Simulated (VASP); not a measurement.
Write the native input for VASP 6.6.1 that does the following.

| Quantity | Value |
| --- | --- |
| Task | single point |
| Functional | PBE |
| Potentials or basis | VASP PAW PBE potentials, release 64 (B) |
| Cutoff | 520 eV |
| k mesh | 22 × 22 × 22 |
| Occupations | fermi-dirac, width 0.1 eV |
| Spin | no spin polarisation |
| Dipole correction | no |
| Further INCAR settings | ALGO = Normal; EDIFF = 1e-06; NBANDS = 8 |

The structure of B lies in POSCAR:

```
B
1.0
   -0.9625452354      0.9625452354      0.9625452354
    0.9625452354     -0.9625452354      0.9625452354
    0.9625452354      0.9625452354     -0.9625452354
B
1
Direct
    0.0000000000      0.0000000000      0.0000000000
```

This cell differs from its parent crystal: volume scaled by 0.58.

The input as run:

INCAR

```
ALGO = Normal
EDIFF = 1E-6
ENCUT = 520
GGA = PE
ISIF = 2
ISMEAR = -1
LASPH = T
LCHARG = F
LREAL = F
LWAVE = F
NBANDS = 8
NELM = 100
PREC = Accurate
SIGMA = 0.1
```

KPOINTS

```
k-points
0
Gamma
  22 22 22
```

Potentials or basis: VASP PAW PBE potentials, release 64 (B).

Run with:

```bash
$ cat potpaw_PBE.64/B/POTCAR > POTCAR
$ mpirun -np 1 vasp_std > vasp.out
```

Results of the run:

| Item | Value |
| --- | --- |
| Pressure | 344.8 GPa |

Wall time 13 s on 1 thread of AMD EPYC 7R13, on a shared host, peak memory 0.08 GiB.
